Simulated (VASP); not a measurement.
# Hf (P6/mmm) in VASP: further runs

Runs on Hf. Level: PBE. Tasks: relaxation of shape and atoms at fixed volume.

Program: VASP 6.6.1. These are calculated values, not measurements. Logs are shortened: lines on timing, memory, paths and dates and some standing lists are left out, and cuts for length are marked.

**1. The cell of the first run**

The structure is hexagonal, space group P6/mmm (No. 191). Conventional cell: a = 4.782 Å, b = 4.782 Å, c = 2.973 Å, α = 90.00°, β = 90.00°, γ = 120.00°. Within 3.6 Å of Hf (site symmetry -6m2) lie 11 Hf at 2.76 to 3.14 Å. Hf (site symmetry 6/mmm) has 14 Hf at 2.97 to 3.14 Å within 3.9 Å.

This isn't the form of Hf at room conditions, which is hcp.

**2. Relaxation of shape and atoms at fixed volume, PBE (19.63 Å³/atom)**

The input, INCAR:

```
PREC     = Accurate       # precision mode
ENCUT    = 600            # plane-wave cutoff, eV
EDIFF    = 1E-6           # SCF threshold, eV
ISMEAR   = 0              # smearing method
SIGMA    = 0.05           # smearing width, eV
LREAL    = False          # projectors in reciprocal space
LASPH    = True           # aspherical terms in the spheres
NELM     = 100            # most SCF steps
ALGO     = Fast           # electronic algorithm
ISIF     = 4              # what is computed and relaxed
LWAVE    = False          # write WAVECAR
LCHARG   = False          # write CHGCAR
GGA      = PE             # functional
IBRION   = 2              # ionic algorithm
NSW      = 60             # ionic steps
EDIFFG   = -0.01          # ionic threshold
```

The input, KPOINTS:

```
Automatic mesh
0
Gamma
  10 10 14
```

The input, POSCAR:

```
Hf
1.0
    4.7820976192      0.0000000000      0.0000000000
   -2.3910488096      4.1414180216      0.0000000000
    0.0000000000      0.0000000000      2.9734096454
Hf
3
Direct
    0.6666666667      0.3333333333      0.5000000000
    0.3333333333      0.6666666667      0.5000000000
    0.0000000000      0.0000000000      0.0000000000
```

Potentials or basis: VASP PAW PBE potentials, release 64 (Hf_pv).

The run is started by

```bash
> cat potpaw_PBE.64/Hf_pv/POTCAR > POTCAR
> mpirun -np 1 vasp_std > vasp.out
```

OUTCAR:

```text
PREC = Accurate
   ENCUT = 600
   EDIFF = 1E-6
   ISMEAR = 0
   LREAL = False
   LASPH = True
   NELM = 100
   ISIF = 4
   GGA = PE
   IBRION = 2
   NSW = 60
   EDIFFG = -0.01

 ion  position               nearest neighbor table
   1  0.667  0.333  0.500-   2 2.76   2 2.76   2 2.76   3 3.14   3 3.14   3 3.14   3 3.14   3 3.14
                             3 3.14
   2  0.333  0.667  0.500-   1 2.76   1 2.76   1 2.76   3 3.14   3 3.14   3 3.14   3 3.14   3 3.14
                             3 3.14
   3  0.000  0.000  0.000-   1 3.14   2 3.14   1 3.14   2 3.14   2 3.14   2 3.14   1 3.14   1 3.14
                             1 3.14   1 3.14   2 3.14   2 3.14

  LATTYP: Found a hexagonal cell.
 ALAT       =     4.7820976192
 C/A-ratio  =     0.6217793701

  Lattice vectors:

 A1 = (   4.7820976192,   0.0000000000,   0.0000000000)
 A2 = (  -2.3910488096,   4.1414180216,   0.0000000000)
 A3 = (   0.0000000000,   0.0000000000,   2.9734096454)

Analysis of symmetry for initial positions (statically):
=====================================================================
 Subroutine PRICEL returns:
 Original cell was already a primitive cell.

 Routine SETGRP: Setting up the symmetry group for a
 hexagonal supercell.

 Subroutine GETGRP returns: Found 24 space group operations
 (whereof 24 operations were pure point group operations)
 out of a pool of 24 trial point group operations.

The static configuration has the point symmetry D_6h.

Analysis of symmetry for dynamics (positions and initial velocities):
=====================================================================
 Subroutine PRICEL returns:
 Original cell was already a primitive cell.

 Routine SETGRP: Setting up the symmetry group for a
 hexagonal supercell.

 Subroutine GETGRP returns: Found 24 space group operations
 (whereof 24 operations were pure point group operations)
 out of a pool of 24 trial point group operations.

The dynamic configuration has the point symmetry D_6h.

 Subroutine INISYM returns: Found 24 space group operations
 (whereof 24 operations are pure point group operations),
 and found     1 'primitive' translations

----------------------------------------------------------------------------------------

                                     Primitive cell

  volume of cell :      58.8874

  direct lattice vectors                    reciprocal lattice vectors
     4.782097619  0.000000000  0.000000000     0.209113255  0.120731594  0.000000000
    -2.391048810  4.141418022  0.000000000     0.000000000  0.241463188  0.000000000
     0.000000000  0.000000000  2.973409645     0.000000000  0.000000000  0.336314238

  length of vectors
     4.782097619  4.782097619  2.973409645     0.241463188  0.241463188  0.336314238

  position of ions in fractional coordinates (direct lattice)
     0.666666667  0.333333333  0.500000000
     0.333333333  0.666666667  0.500000000
     0.000000000  0.000000000  0.000000000

  ion indices of the primitive-cell ions
   primitive index   ion index
                 1           1
                 2           2
                 3           3

----------------------------------------------------------------------------------------

 KPOINTS: Automatic mesh

Automatic generation of k-mesh.
 Grid dimensions read from file:
 generate k-points for:   10   10   14

 Generating k-lattice:

  Cartesian coordinates                     Fractional coordinates (reciprocal lattice)
     0.020911326  0.012073159  0.000000000     0.100000000  0.000000000  0.000000000
     0.000000000  0.024146319  0.000000000     0.000000000  0.100000000  0.000000000
     0.000000000  0.000000000  0.024022446     0.000000000  0.000000000  0.071428571

  Length of vectors
     0.024146319  0.024146319  0.024022446

  Shift w.r.t. Gamma in fractional coordinates (k-lattice)
     0.000000000  0.000000000  0.000000000

 Subroutine IBZKPT returns following result:
 ===========================================

 Found    112 irreducible k-points:

 Following reciprocal coordinates:
            Coordinates               Weight
  0.000000  0.000000  0.000000      1.000000
  0.100000  0.000000  0.000000      6.000000
  0.200000  0.000000  0.000000      6.000000
  0.300000 -0.000000  0.000000      6.000000
  0.400000  0.000000  0.000000      6.000000
  0.500000  0.000000  0.000000      3.000000
[... 16 lines left out ...]
  0.300000  0.100000  0.071429     24.000000
  0.400000  0.100000  0.071429     24.000000
 [... further k-points ...]
   k-points           NKPTS =    112   k-points in BZ     NKDIM =    112   number of bands    NBANDS=     19
   number of dos      NEDOS =    301   number of ions     NIONS =      3
   total plane-waves  NPLWV =  38400
   dimension x,y,z NGX =    40 NGY =   40 NGZ =   24
   dimension x,y,z NGXF=    80 NGYF=   80 NGZF=   48
   ions per type =               3
   NGX,Y,Z   is equivalent  to a cutoff of  13.91, 13.91, 13.42 a.u.
   NGXF,Y,Z  is equivalent  to a cutoff of  27.81, 27.81, 26.84 a.u.
 SYSTEM =  unknown system
   PREC   = accura    normal or accurate (medium, high low for compatibility)
   ISTART =      0    job   : 0-new  1-cont  2-samecut
   ICHARG =      2    charge: 1-file 2-atom 10-const
   ISPIN  =      1    spin polarized calculation?
   LNONCOLLINEAR =      F non collinear calculations
   LSORBIT =      F    spin-orbit coupling
   LASPH  =      T    aspherical Exc in radial PAW
   ENCUT  =  600.0 eV  44.10 Ry    6.64 a.u.   9.55  9.55  5.94*2*pi/ulx,y,z
   NELM   =    100;   NELMIN=  2; NELMDL= -5     # of ELM steps
   EDIFF  = 0.1E-05   stopping-criterion for ELM
   LREAL  =      F    real-space projection
   EDIFFG = -.1E-01   stopping-criterion for IOM
   NSW    =     60    number of steps for IOM
   IBRION =      2    ionic relax: 0-MD 1-quasi-New 2-CG
   NFREE  =      1    steps in history (QN), initial steepest desc. (CG)
   ISIF   =      4    stress and relaxation
   ISYM   =      2    0-nonsym 1-usesym 2-fastsym
   POTIM  = 0.5000    time-step for ionic-motion
   TEBEG  =    0.0;   TEEND  =   0.0 temperature during run
   PSTRESS=    0.0 pullay stress
   NELECT =      30.0000    total number of electrons
   NUPDOWN=      -1.0000    fix difference up-down
   EMIN   =  10.00;   EMAX   =-10.00  energy-range for DOS
   EFERMI =   0.00;   METHOD = LEGACY
   ISMEAR =     0;   SIGMA  =   0.05  broadening in eV -4-tet -1-fermi 0-gaus
   EFERMI_NEDOS =   21; number of points for ismear=-14 and -15
   IALGO  =     68    algorithm
   IMIX   =      4    mixing-type and parameters
     AMIX     =   0.40;   BMIX     =  1.00
     AMIX_MAG =   1.60;   BMIX_MAG =  1.00
  volume/ion in A,a.u.               =      19.63       132.46
  Fermi-wavevector in a.u.,A,eV,Ry     =   1.307498  2.470814 23.259868  1.709552
  Thomas-Fermi vector in A             =   2.438229
   LORBIT       =      0    0 simple, 1 ext, 2 COOP (PROOUT), +10 PAW based schemes
   GGA     = PE    functional components
   LHFCALC =     F    Hartree Fock is set to
   AEXX    =    0.0000 exact exchange contribution
   IVDW    =     0    specifies the selected vdW correction
   LEPSILON=     F    determine dielectric tensor
   LRPA    =     F    only Hartree local field effects (RPA)
 conjugate gradient relaxation of ions
 non-spin polarized calculation
 RMM-DIIS sequential band-by-band and
 Gauss-broadening in eV      SIGMA  =   0.05
  energy-cutoff  :      600.00
  volume of cell :       58.89
 maximum number of plane-waves:      2004
 NGX is ok and might be reduce to    40
   NGX = 19   NGY = 19   NGZ = 11

--------------------------------------- Ionic step        1  -------------------------------------------

 number of electron      29.9999999 magnetization

 Free energy of the ion-electron system (eV)
  ---------------------------------------------------
  ext. energy  EPLUGINS =         0.00000000
  ---------------------------------------------------
  free energy    TOTEN  =       -29.26957149 eV

  energy without entropy =      -29.26551621  energy(sigma->0) =      -29.26754385

------------------------ aborting loop because EDIFF is reached ----------------------------------------

  FORCE on cell =-STRESS in cart. coord.  units (eV):
  Direction    XX          YY          ZZ          XY          YZ          ZX
  --------------------------------------------------------------------------------------
  -------------------------------------------------------------------------------------
  Total        6.1180286      6.1180286      6.3179165      0.0000000      0.0000000      0.0000000
  in kB      166.4561452    166.4561452    171.8945904      0.0000000      0.0000000      0.0000000
  external PRESSURE =     168.2689603 kB  Pullay stress =       0.0000000 kB
[... 59 lines left out ...]
  energy  without entropy=      -29.2656163339  energy(sigma->0) =      -29.26765172

--------------------------------------- Ionic step        3  -------------------------------------------

 number of electron      29.9999998 magnetization

 Free energy of the ion-electron system (eV)
  ---------------------------------------------------
  ext. energy  EPLUGINS =         0.00000000
  ---------------------------------------------------
  free energy    TOTEN  =       -29.26971688 eV

  energy without entropy =      -29.26564750  energy(sigma->0) =      -29.26768219

 E-fermi :   5.6904     XC(G=0): -11.8924

 val. band max:        5.6829543493   @ k =   0.4000   0.0000   0.0000
 cond. band min:       5.6950960517   @ k =   0.4000   0.1000   0.2857
 fundamental gap:      0.0121417024
 Fermi energy:         5.6903912502

 k-point     1 :       0.0000    0.0000    0.0000
  band No.  band energies     occupation
      1     -24.9043      2.00000
      2     -24.9043      2.00000
      3     -24.8283      2.00000
      4     -24.8283      2.00000
      5     -24.2874      2.00000
      6     -23.9772      2.00000
[... 11 lines left out ...]
     18       7.9870      0.00000
     19       7.9870      0.00000
[... 489 lines left out ...]
      3     -24.6859      2.00000
      4     -24.3921      2.00000
      5     -24.2235      2.00000
      6     -24.1328      2.00000
[... 11 lines left out ...]
     18       6.8959      0.00000
     19       7.4637      0.00000

 [... further k-points ...]

------------------------ aborting loop because EDIFF is reached ----------------------------------------

  FORCE on cell =-STRESS in cart. coord.  units (eV):
  Direction    XX          YY          ZZ          XY          YZ          ZX
  --------------------------------------------------------------------------------------
  -------------------------------------------------------------------------------------
  Total        6.1879242      6.1879242      6.1792436      0.0000000     -0.0000000      0.0000000
  in kB      168.3578272    168.3578272    168.1216524      0.0000000     -0.0000000      0.0000000
  external PRESSURE =     168.2791023 kB  Pullay stress =       0.0000000 kB
[... 18 lines left out ...]
  FREE ENERGIE OF THE ION-ELECTRON SYSTEM (eV)
  ---------------------------------------------------
  free  energy   TOTEN  =       -29.2697168840 eV

  energy  without entropy=      -29.2656474953  energy(sigma->0) =      -29.26768219

 reached required accuracy - stopping structural energy minimisation
```

Run time: 7.7 min. Hardware: 1 thread of Intel Xeon 8259CL, shared host; peak memory 0.28 GiB.

What came out:

* Free energy: -29.2697 eV
* Energy gained by relaxing: 0.0 meV/atom
* Ionic steps: 3
* Pressure after relaxing: 16.8 GPa
* Band gap on the k mesh: zero (bands 15 and 16 overlap by 1.03 eV)

Step by step:
| step | energy change (eV) | largest force (eV/Å) | pressure (GPa) | volume (Å³) |
| --- | --- | --- | --- | --- |
| 1 | 0.0000 | 0.0000 | 16.83 | 58.89 |
| 2 | -0.0001 | 0.0000 | 16.83 | 58.89 |
| 3 | -0.0001 | 0.0000 | 16.83 | 58.89 |

Final structure:
```yaml
crystal:
  lattice:
    - [4.77859, 0.00000, 0.00000]
    - [-2.38929, 4.13838, 0.00000]
    - [0.00000, 0.00000, 2.97778]
  atoms:
    - { symbol: Hf, position: [0.66667, 0.33333, 0.50000] }
    - { symbol: Hf, position: [0.33333, 0.66667, 0.50000] }
    - { symbol: Hf, position: [0.00000, 0.00000, 0.00000] }
```

Caveat: spin-orbit coupling is left out, which moves the levels of the heavy elements.

**3. Relaxation of shape and atoms at fixed volume, PBE (23.20 Å³/atom)**

This run uses another cell than the first one, of 23.20 Å³/atom.

The input, INCAR:

```
SYSTEM = Hf
ALGO = Fast
EDIFF = 1E-6
EDIFFG = -0.01
ENCUT = 600
GGA = PE
IBRION = 2
ISIF = 4
ISMEAR = 0
LASPH = .TRUE.
LCHARG = .FALSE.
LREAL = .FALSE.
LWAVE = .FALSE.
NELM = 100
NSW = 60
PREC = Accurate
SIGMA = 0.05
```

The input, KPOINTS:

```
k-points
0
G
  10 10 12
  0 0 0
```

The input, POSCAR:

```
Hf
1.0
    5.0593519987      0.0000000000      0.0000000000
   -2.5296759994      4.3815273576      0.0000000000
    0.0000000000      0.0000000000      3.1394422288
Hf
3
Direct
    0.6666666667      0.3333333333      0.5000000000
    0.3333333333      0.6666666667      0.5000000000
    0.0000000000      0.0000000000      0.0000000000
```

Potentials or basis: VASP PAW PBE potentials, release 64 (Hf_pv).

The run is started by

```bash
> cat potpaw_PBE.64/Hf_pv/POTCAR > POTCAR
> mpirun -np 1 vasp_std > vasp.out
```

Run time: 6.4 min. Hardware: 1 thread of Intel Xeon 8259CL, shared host; peak memory 0.3 GiB.

The run converged. Its results:

```yaml
Free_energy: -29.6051 eV
Energy_gained_by_relaxing: 0.0 meV/atom
Ionic_steps: 2
Pressure_after_relaxing: -4.3 GPa
Band_gap_on_the_k_mesh: zero (bands 15 and 16 overlap by 0.96 eV)
```

Final structure:
```
Hf
1.0
     5.05727    0.00000    0.00000
    -2.52864    4.37973    0.00000
     0.00000    0.00000    3.14202
Hf
3
Direct
  0.66667 0.33333 0.50000
  0.33333 0.66667 0.50000
  0.00000 0.00000 0.00000
```

Levels at points of the mesh, in eV from the Fermi level:
```tsv
k point	band 13	band 14	band 15	band 16	band 17	band 18
(0.00, 0.00, 0.00)	-0.62	-0.60	-0.59	-0.59	1.09	2.09
(0.50, 0.00, 0.00)	-0.36	-0.31	-0.27	0.25	0.87	0.90
(0.00, 0.00, 0.50)	-2.19	-1.73	-1.73	1.37	1.37	1.91
(0.50, 0.00, 0.50)	-1.24	-0.69	-0.69	0.35	0.66	1.10
```

Caveat: spin-orbit coupling is left out, which moves the levels of the heavy elements.

**4. Relaxation of shape and atoms at fixed volume, PBE (20.52 Å³/atom)**

This run uses another cell than the first one, of 20.52 Å³/atom.

The input, INCAR:

```
  ALGO = Fast
  EDIFF = 1E-6
  EDIFFG = -0.01
  ENCUT = 600
  GGA = PE
  IBRION = 2
  ISIF = 4
  ISMEAR = 0
  LASPH = True
  LCHARG = False
  LREAL = False
  LWAVE = False
  NELM = 100
  NSW = 60
  PREC = Accurate
  SIGMA = 0.05
```

The input, KPOINTS:

```
k-points
0
Gamma
  10 10 14
```

The input, POSCAR:

```
Hf
1.0
    4.8567571927      0.0000000000      0.0000000000
   -2.4283785964      4.2060751089      0.0000000000
    0.0000000000      0.0000000000      3.0137275741
Hf
3
Direct
    0.6666666667      0.3333333333      0.5000000000
    0.3333333333      0.6666666667      0.5000000000
    0.0000000000      0.0000000000      0.0000000000
```

The run is started by

```bash
> cat potpaw_PBE.64/Hf_pv/POTCAR > POTCAR
> mpirun -np 1 vasp_std > vasp.out
```

Run time: 8.1 min. Hardware: 1 thread of Intel Xeon 8259CL, shared host; peak memory 0.29 GiB.

It converged, with:

```yaml
Free_energy: -29.4925 eV
Energy_gained_by_relaxing: 0.1 meV/atom
Ionic_steps: 3
Pressure_after_relaxing: 10.0 GPa
Band_gap_on_the_k_mesh: zero (bands 15 and 16 overlap by 0.98 eV)
```

Step by step:
```csv
step,energy change (eV),largest force (eV/Å),pressure (GPa),volume (Å³)
1,0.0000,0.0000,10.00,61.56
2,-0.0002,0.0000,10.00,61.56
3,-0.0003,0.0000,10.01,61.56
```

Final structure:
```
Hf
1.0
     4.85180    0.00000    0.00000
    -2.42590    4.20178    0.00000
     0.00000    0.00000    3.01989
Hf
3
Direct
  0.66667 0.33333 0.50000
  0.33333 0.66667 0.50000
  0.00000 0.00000 0.00000
```

Levels at points of the mesh, in eV from the Fermi level:
| k point | band 12 | band 13 | band 14 | band 15 | band 16 | band 17 | band 18 | band 19 |
| --- | --- | --- | --- | --- | --- | --- | --- | --- |
| (0.00, 0.00, 0.00) | -0.63 | -0.63 | -0.62 | -0.60 | -0.60 | 1.16 | 2.24 | 2.24 |
| (0.50, 0.00, 0.00) | -3.78 | -0.58 | -0.53 | -0.43 | 0.12 | 0.91 | 1.36 | 1.60 |
| (0.00, 0.00, 0.50) | -2.84 | -2.16 | -2.11 | -2.11 | 1.44 | 1.44 | 2.20 | 2.20 |
| (0.50, 0.00, 0.50) | -2.24 | -1.61 | -0.87 | -0.71 | 0.53 | 0.77 | 1.15 | 1.84 |

Caveat: spin-orbit coupling is left out, which moves the levels of the heavy elements.

**5. Relaxation of shape and atoms at fixed volume, PBE (21.41 Å³/atom)**

This run uses another cell than the first one, of 21.41 Å³/atom.

The input, INCAR:

```
SYSTEM = Hf
ALGO = Fast ; EDIFF = 1E-7
EDIFFG = -0.01 ; ENCUT = 600
GGA = PE ; IBRION = 2
ISIF = 4 ; ISMEAR = 0
LASPH = .TRUE. ; LCHARG = .FALSE.
LREAL = .FALSE. ; LWAVE = .FALSE.
NELM = 60 ; NSW = 60
PREC = Accurate ; SIGMA = 0.05
```

The input, KPOINTS:

```
k-points
0
G
  10 10 14
  0 0 0
```

The input, POSCAR:

```
Hf
1.0
    4.9261488135      0.0000000000      0.0000000000
   -2.4630744068      4.2661700153      0.0000000000
    0.0000000000      0.0000000000      3.0567866427
Hf
3
Direct
    0.6666666667      0.3333333333      0.5000000000
    0.3333333333      0.6666666667      0.5000000000
    0.0000000000      0.0000000000      0.0000000000
```

The run is started by

```bash
> cat potpaw_PBE.64/Hf_pv/POTCAR > POTCAR
> mpirun -np 1 vasp_std > vasp.out
```

Run time: 7.6 min. Hardware: 1 thread of Intel Xeon 8259CL, shared host; peak memory 0.29 GiB.

It converged, with:

| Item | Value |
| --- | --- |
| Free energy | -29.6112 eV |
| Energy gained by relaxing | 0.0 meV/atom |
| Ionic steps | 2 |
| Pressure after relaxing | 4.3 GPa |
| Band gap on the k mesh | zero (bands 15 and 16 overlap by 0.98 eV) |

Stress tensor (GPa, compression positive):
```
4.36 0.00 0.00
0.00 4.36 0.00
0.00 0.00 4.26
```

Final structure:
```yaml
crystal:
  lattice:
    - [4.92297, 0.00000, 0.00000]
    - [-2.46149, 4.26342, 0.00000]
    - [0.00000, 0.00000, 3.06073]
  atoms:
    - { symbol: Hf, position: [0.66667, 0.33333, 0.50000] }
    - { symbol: Hf, position: [0.33333, 0.66667, 0.50000] }
    - { symbol: Hf, position: [0.00000, 0.00000, 0.00000] }
```

Levels at points of the mesh, in eV from the Fermi level:
```
           k point  band 11  band 12  band 13  band 14  band 15  band 16  band 17  band 18  band 19
(0.00, 0.00, 0.00)    -2.60    -0.63    -0.63    -0.61    -0.60    -0.60     1.14     2.19     2.19
(0.50, 0.00, 0.00)    -4.52    -3.62    -0.50    -0.44    -0.37     0.17     0.89     1.18     1.61
(0.00, 0.00, 0.50)    -2.63    -2.63    -2.18    -1.97    -1.97     1.42     1.42     2.10     2.10
(0.50, 0.00, 0.50)    -3.01    -2.09    -1.47    -0.80    -0.70     0.58     0.61     1.14     1.74
```

Caveat: spin-orbit coupling is left out, which moves the levels of the heavy elements.

**6. Overview**

```tsv
cell	k mesh	gap on the mesh (eV)	pressure (GPa)
relaxed from a = 4.782, b = 4.782, c = 2.973 Å, angles 90.0, 90.0, 120.0°, 3 atoms	10 × 10 × 14	none	16.8
relaxed from a = 5.059, b = 5.059, c = 3.139 Å, angles 90.0, 90.0, 120.0°, 3 atoms	10 × 10 × 12	none	-4.3
relaxed from a = 4.857, b = 4.857, c = 3.014 Å, angles 90.0, 90.0, 120.0°, 3 atoms	10 × 10 × 14	none	10.0
relaxed from a = 4.926, b = 4.926, c = 3.057 Å, angles 90.0, 90.0, 120.0°, 3 atoms	10 × 10 × 14	none	4.3
```

Alike in all rows: task relaxation of shape and atoms at fixed volume; level PBE; potentials or basis VASP PAW PBE potentials, release 64 (Hf_pv); no spin polarisation; cutoff (eV) 600; smearing gaussian 0.05 eV.

Caveats: spin-orbit coupling is left out, which moves the levels of the heavy elements.

Absolute energies hang on the potentials; compare differences alone.
